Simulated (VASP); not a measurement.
TiNb3B:

```
Ti Nb B
1.0
     4.20194    0.00000    0.00000
     0.00000    4.20194    0.00000
     0.00000    0.00000    4.20194
Ti Nb B
1 3 1
Direct
  0.50000 0.50000 0.50000
  0.00000 0.50000 0.50000
  0.50000 0.00000 0.50000
  0.50000 0.50000 0.00000
  0.00000 0.00000 0.00000
```

- Program: VASP 6.6.1
- Task: relaxation of cell and atoms
- Functional: PBE
- Potentials or basis: VASP PAW PBE potentials, release 64 (Ti_sv, Nb_sv, B)
- Cutoff: 600 eV
- k mesh: 4 × 4 × 4
- Occupations: gaussian, width 0.1 eV
- Spin: no spin polarisation

At the start: pressure 46.5 GPa; volume 14.84 Å³/atom.

How do energy, volume and symmetry change on relaxing?

Over 5 steps the energy falls by 497.2 meV/atom and the volume is 19.05 Å³/atom (+28.4 %); space group Pm-3m (No. 221, to 0.05 Å).

The path:
| step | energy change (eV) | largest force (eV/Å) | pressure (GPa) | volume (Å³) |
| --- | --- | --- | --- | --- |
| 1 | 0.0000 | 0.0000 | 46.52 | 74.19 |
| 2 | 0.0086 | 0.0000 | -16.66 | 130.73 |
| 3 | -2.4788 | 0.0000 | -1.56 | 96.74 |
| 4 | -2.4852 | 0.0000 | -0.46 | 95.71 |
| 5 | -2.4858 | 0.0000 | 0.08 | 95.25 |

Final structure:
```
Ti Nb B
1.0
     4.56683    0.00000    0.00000
     0.00000    4.56683    0.00000
     0.00000    0.00000    4.56683
Ti Nb B
1 3 1
Cartesian
  2.2834 2.2834 2.2834
  0.0000 2.2834 2.2834
  2.2834 0.0000 2.2834
  2.2834 2.2834 0.0000
  0.0000 0.0000 0.0000
```

Caveat: the k points lie up to 0.34 Å⁻¹ apart in the final cell; the volume moved by over 15 % at a fixed basis, so the end points are rough.
